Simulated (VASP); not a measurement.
# KF (I4/mmm) in VASP: a series of runs, part 2 of 2

VASP 6.6.1.

**3. Single point, r2SCAN (strain +0.0050 x Voigt [1, 1, 0, 0, 0, 0])**

Input file POSCAR:

```
KF
1.0
    0.0000000000      2.6868675000      2.6735000000
    2.6868675000      0.0000000000      2.6735000000
    2.6868675000      2.6868675000      0.0000000000
K F
1 1
Direct
    0.0000000000      0.0000000000      0.0000000000
    0.5000000000      0.5000000000      0.5000000000
```

Input file INCAR.step1:

```
  ALGO = Normal
  EDIFF = 1E-4
  ENCUT = 520
  GGA = PE
  ISMEAR = 0
  LASPH = True
  LCHARG = False
  LREAL = False
  LWAVE = True
  NBANDS = 15
  NELM = 100
  PREC = Accurate
  SIGMA = 0.05
```

Input file INCAR.step2:

```
  ALGO = Normal
  EDIFF = 1E-6
  ENCUT = 520
  ISIF = 2
  ISMEAR = 0
  ISTART = 1
  LASPH = True
  LCHARG = False
  LMIXTAU = True
  LREAL = False
  LWAVE = False
  METAGGA = R2SCAN
  NBANDS = 15
  NELM = 100
  PREC = Accurate
  SIGMA = 0.05
```

Input file KPOINTS:

```
k-points
0
Gamma
  8 8 8
```

Potentials or basis: VASP PAW PBE potentials, release 64 (K_sv, F).

Command:

```
$ cat potpaw_PBE.64/K_sv/POTCAR potpaw_PBE.64/F/POTCAR > POTCAR
$ cp INCAR.step1 INCAR
$ mpirun -np 1 vasp_std > vasp.out
$ cp INCAR.step2 INCAR
$ mpirun -np 1 vasp_std > vasp.out
```

OUTCAR:

```text
EDIFF = 1E-6
   ENCUT = 520
   ISIF = 2
   ISMEAR = 0
   ISTART = 1
   LASPH = True
   LREAL = False
   METAGGA = R2SCAN
   NELM = 100
   PREC = Accurate

 ion  position               nearest neighbor table
   1  0.000  0.000  0.000-   2 2.67   2 2.67   2 2.69   2 2.69   2 2.69   2 2.69
   2  0.500  0.500  0.500-   1 2.67   1 2.67   1 2.69   1 2.69   1 2.69   1 2.69

  LATTYP: Found a body centered tetragonal cell.
 ALAT       =     3.7998044588
 C/A-ratio  =     1.4071776740

[... 620 lines left out ...]

------------------------ aborting loop because EDIFF is reached ----------------------------------------

  FORCE on cell =-STRESS in cart. coord.  units (eV):
  Direction    XX          YY          ZZ          XY          YZ          ZX
  --------------------------------------------------------------------------------------
  -------------------------------------------------------------------------------------
  Total       -0.2408958     -0.2408958     -0.1735085      0.0000000      0.0000000     -0.0000000
  in kB       -9.9985527     -9.9985527     -7.2015955      0.0000000      0.0000000     -0.0000000
  external PRESSURE =      -9.0662336 kB  Pullay stress =       0.0000000 kB

 VOLUME and BASIS-vectors are now :
 -----------------------------------------------------------------------------
  energy-cutoff  :      520.00
  volume of cell :       38.60
      direct lattice vectors                 reciprocal lattice vectors
     0.000000000  2.686867500  2.673500000    -0.186090308  0.186090308  0.187020759
     2.686867500  0.000000000  2.673500000     0.186090308 -0.186090308  0.187020759
     2.686867500  2.686867500  0.000000000     0.186090308  0.186090308 -0.187020759

 POSITION                                       TOTAL-FORCE (eV/Angst)
 -----------------------------------------------------------------------------------
      0.00000      0.00000      0.00000        -0.000000      0.000000     -0.000000
      2.68687      2.68687      2.67350         0.000000     -0.000000      0.000000
 -----------------------------------------------------------------------------------
    total drift:                                0.000000      0.000000      0.000000

  FREE ENERGIE OF THE ION-ELECTRON SYSTEM (eV)
  ---------------------------------------------------
  free  energy   TOTEN  =       -14.9712377647 eV

  energy  without entropy=      -14.9712377647  energy(sigma->0) =      -14.97123776
```

Run time: 2 min. Hardware: 1 thread of AMD EPYC 7R13 (Zen 3), shared host; peak memory 0.15 GiB.

Results:

```
Free energy            : -14.9712 eV
Pressure               : -0.9 GPa
Band gap on the k mesh : 6.76 eV
```

Stress tensor (GPa, compression positive):
```
-1.00  0.00  0.00
 0.00 -1.00  0.00
 0.00  0.00 -0.72
```

Levels at points of the mesh, in eV from the valence-band top:
| k point | band 5 | band 6 | band 7 | band 8 | band 9 | band 10 | band 11 | band 12 |
| --- | --- | --- | --- | --- | --- | --- | --- | --- |
| (0.00, 0.00, 0.00) | -9.66 | -0.01 | -0.01 | 0.00 | 6.76 | 11.41 | 11.41 | 11.43 |
| (0.50, 0.00, 0.00) | -9.69 | -0.75 | -0.33 | -0.33 | 9.62 | 11.15 | 12.85 | 12.88 |
| (0.50, 0.50, 0.00) | -9.86 | -0.21 | -0.06 | -0.06 | 8.74 | 11.16 | 12.35 | 14.56 |
| (0.50, 0.00, 0.50) | -9.85 | -0.22 | -0.06 | -0.05 | 8.76 | 11.15 | 12.31 | 14.56 |

Caveat: the cell differs from its parent crystal (strain +0.0050 x Voigt [1, 1, 0, 0, 0, 0]); the PAW data sets were made with another functional, which shifts forces and pressure a little.

**4. Single point, r2SCAN (strain +0.0100 x Voigt [1, 1, 0, 0, 0, 0])**

Input file POSCAR:

```
KF
1.0
    0.0000000000      2.7002350000      2.6735000000
    2.7002350000      0.0000000000      2.6735000000
    2.7002350000      2.7002350000      0.0000000000
K F
1 1
Direct
    0.0000000000      0.0000000000      0.0000000000
    0.5000000000      0.5000000000      0.5000000000
```

Input file INCAR.step1:

```
SYSTEM = KF
PREC     = Accurate       ! precision mode
ENCUT    = 520            ! plane-wave cutoff, eV
ISMEAR   = 0              ! smearing method
SIGMA    = 0.05           ! smearing width, eV
LREAL    = .FALSE.        ! projectors in reciprocal space
LASPH    = .TRUE.         ! aspherical terms in the spheres
NELM     = 80             ! most SCF steps
NBANDS   = 15             ! bands
GGA      = PE             ! functional
ALGO     = Normal         ! electronic algorithm
EDIFF    = 1E-4           ! SCF threshold, eV
LWAVE    = .TRUE.         ! write WAVECAR
LCHARG   = .FALSE.        ! write CHGCAR
```

Input file INCAR.step2:

```
SYSTEM = KF
PREC     = Accurate       ! precision mode
ENCUT    = 520            ! plane-wave cutoff, eV
EDIFF    = 1E-7           ! SCF threshold, eV
ISMEAR   = 0              ! smearing method
SIGMA    = 0.05           ! smearing width, eV
LREAL    = .FALSE.        ! projectors in reciprocal space
LASPH    = .TRUE.         ! aspherical terms in the spheres
NELM     = 80             ! most SCF steps
ALGO     = Normal         ! electronic algorithm
ISIF     = 2              ! what is computed and relaxed
LWAVE    = .FALSE.        ! write WAVECAR
LCHARG   = .FALSE.        ! write CHGCAR
METAGGA  = R2SCAN         ! meta-GGA
LMIXTAU  = .TRUE.       
NBANDS   = 15             ! bands
ISTART   = 1
```

Input file KPOINTS:

```
regular mesh
0
G
  8 8 8
  0 0 0
```

Command:

```
$ cat potpaw_PBE.64/K_sv/POTCAR potpaw_PBE.64/F/POTCAR > POTCAR
$ cp INCAR.step1 INCAR
$ mpirun -np 1 vasp_std > vasp.out
$ cp INCAR.step2 INCAR
$ mpirun -np 1 vasp_std > vasp.out
```

It took 2.1 min on 1 thread of AMD EPYC 7R13 (Zen 3), shared host; peak memory 0.16 GiB.

Results (log left out):

```yaml
Free_energy: -14.9689 eV
Pressure: -1.2 GPa
Band_gap_on_the_k_mesh: 6.70 eV
```

Stress tensor (GPa, compression positive):
```
-1.39  0.00  0.00
 0.00 -1.39  0.00
 0.00  0.00 -0.86
```

Levels at points of the mesh, in eV from the valence-band top:
```csv
k point,band 5,band 6,band 7,band 8,band 9,band 10,band 11,band 12
"(0.00, 0.00, 0.00)",-9.69,-0.01,-0.01,0.00,6.70,11.37,11.37,11.42
"(0.50, 0.00, 0.00)",-9.72,-0.75,-0.33,-0.33,9.58,11.07,12.78,12.84
"(0.50, 0.50, 0.00)",-9.90,-0.21,-0.07,-0.07,8.71,11.10,12.30,14.50
"(0.50, 0.00, 0.50)",-9.88,-0.23,-0.07,-0.06,8.75,11.09,12.21,14.50
```

Caveat: the cell differs from its parent crystal (strain +0.0100 x Voigt [1, 1, 0, 0, 0, 0]); the PAW data sets were made with another functional, which shifts forces and pressure a little. A k mesh can miss the band edges.

**5. Single point, r2SCAN (strain +0.0150 x Voigt [1, 1, 0, 0, 0, 0])**

Input file POSCAR:

```
KF
1.0
    0.0000000000      2.7136025000      2.6735000000
    2.7136025000      0.0000000000      2.6735000000
    2.7136025000      2.7136025000      0.0000000000
K F
1 1
Direct
    0.0000000000      0.0000000000      0.0000000000
    0.5000000000      0.5000000000      0.5000000000
```

Input file INCAR.step1:

```
SYSTEM = KF
  ALGO = Normal
  EDIFF = 1E-4
  ENCUT = 520
  GGA = PE
  ISMEAR = 0
  LASPH = .True.
  LCHARG = .False.
  LREAL = .False.
  LWAVE = .True.
  NBANDS = 15
  NELM = 80
  PREC = Accurate
  SIGMA = 0.05
```

Input file INCAR.step2:

```
SYSTEM = KF
  ALGO = Normal
  EDIFF = 1E-7
  ENCUT = 520
  ISIF = 2
  ISMEAR = 0
  ISTART = 1
  LASPH = .True.
  LCHARG = .False.
  LMIXTAU = .True.
  LREAL = .False.
  LWAVE = .False.
  METAGGA = R2SCAN
  NBANDS = 15
  NELM = 80
  PREC = Accurate
  SIGMA = 0.05
```

Input file KPOINTS:

```
k-points
0
Gamma
  8 8 8
  0 0 0
```

Command:

```
$ cat potpaw_PBE.64/K_sv/POTCAR potpaw_PBE.64/F/POTCAR > POTCAR
$ cp INCAR.step1 INCAR
$ mpirun -np 1 vasp_std > vasp.out
$ cp INCAR.step2 INCAR
$ mpirun -np 1 vasp_std > vasp.out
```

Wall time 2.4 min (1 thread of AMD EPYC 7R13 (Zen 3), shared host); peak memory 0.16 GiB.

Results (log left out):

```yaml
Free_energy: -14.9656 eV
Pressure: -1.5 GPa
Band_gap_on_the_k_mesh: 6.65 eV
```

Stress tensor (GPa, compression positive):
```
-1.74  0.00  0.00
 0.00 -1.74  0.00
 0.00  0.00 -0.98
```

Levels at points of the mesh, in eV from the valence-band top:
| k point | band 6 | band 7 | band 8 | band 9 | band 10 | band 11 |
| --- | --- | --- | --- | --- | --- | --- |
| (0.00, 0.00, 0.00) | -0.02 | -0.02 | 0.00 | 6.65 | 11.33 | 11.33 |
| (0.50, 0.00, 0.00) | -0.74 | -0.33 | -0.32 | 9.53 | 10.99 | 12.72 |
| (0.50, 0.50, 0.00) | -0.21 | -0.08 | -0.08 | 8.68 | 11.04 | 12.24 |
| (0.50, 0.00, 0.50) | -0.24 | -0.08 | -0.06 | 8.74 | 11.03 | 12.11 |

Caveat: the cell differs from its parent crystal (strain +0.0150 x Voigt [1, 1, 0, 0, 0, 0]); the PAW data sets were made with another functional, which shifts forces and pressure a little. A k mesh can miss the band edges.

**6. Overview**

| cell | gap on the mesh (eV) | pressure (GPa) |
| --- | --- | --- |
| a = 3.771, b = 3.771, c = 3.762 Å, angles 60.1, 60.1, 59.8°, 2 atoms | 6.87 | -0.3 |
| a = 3.790, b = 3.790, c = 3.800 Å, angles 59.9, 59.9, 60.2°, 2 atoms | 6.76 | -0.9 |
| a = 3.800, b = 3.800, c = 3.819 Å, angles 59.8, 59.8, 60.3°, 2 atoms | 6.70 | -1.2 |
| a = 3.809, b = 3.809, c = 3.838 Å, angles 59.8, 59.8, 60.5°, 2 atoms | 6.65 | -1.5 |

Alike in all rows: task single point; level r2SCAN; potentials or basis VASP PAW PBE potentials, release 64 (K_sv, F); no spin polarisation; k mesh 8 × 8 × 8; cutoff (eV) 520; smearing gaussian 0.05 eV.

Caveats: the PAW data sets were made with another functional, which shifts forces and pressure a little.

Total energies depend on the potentials used, so only differences within one code and one set of settings carry meaning.
